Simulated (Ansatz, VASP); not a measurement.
# ZrPd2Se5: VASP beside Ansatz

```
CELL_PARAMETERS angstrom
2.33500 -6.13500 0.00000
2.33500 6.13500 0.00000
0.00000 0.00000 12.50000
ATOMIC_POSITIONS crystal
Zr 0.19000 0.81000 0.25000
Zr 0.81000 0.19000 0.75000
Pd 0.86500 0.13500 0.43500
Pd 0.86500 0.13500 0.06500
Pd 0.13500 0.86500 0.56500
Pd 0.13500 0.86500 0.93500
Se 0.04800 0.95200 0.38500
Se 0.31200 0.68800 0.43000
Se 0.04800 0.95200 0.11500
Se 0.31200 0.68800 0.07000
Se 0.95200 0.04800 0.61500
Se 0.68800 0.31200 0.57000
Se 0.95200 0.04800 0.88500
Se 0.68800 0.31200 0.93000
Se 0.23500 0.76500 0.75000
Se 0.76500 0.23500 0.25000
```

Alike in both runs: task relaxation of cell and atoms; functional PBE; k mesh 3 × 3 × 1; occupations gaussian, width 0.15 eV; no spin polarisation.

|  | VASP | Ansatz |
| --- | --- | --- |
| version | VASP 6.6.1 | Ansatz 0.2.0 |
| potentials or method | VASP PAW PBE potentials, release 64 (Zr_sv, Pd, Se), cutoff 600 eV | scalar-relativistic, plane waves, PAW |
| valence electrons in the cell | 124 | 256 |

```tsv
	VASP	Ansatz	Ansatz less VASP
gap on the k mesh at the Fermi level, each at its own relaxed structure (eV)	none	none	-
relaxed volume (Å³/atom)	24.94	25.17	+0.226
relaxed length of the cell vector where the two differ most in proportion (Å)	12.236	12.413	+0.1775
```

A gap of «none» marks a metal or a gap that the smearing closes. VASP's potentials hold 124 valence electrons a cell and Ansatz's 256, so a difference there can come from the potentials and not from the codes.

The k mesh is coarse, so the values compare programs but aren't converged.
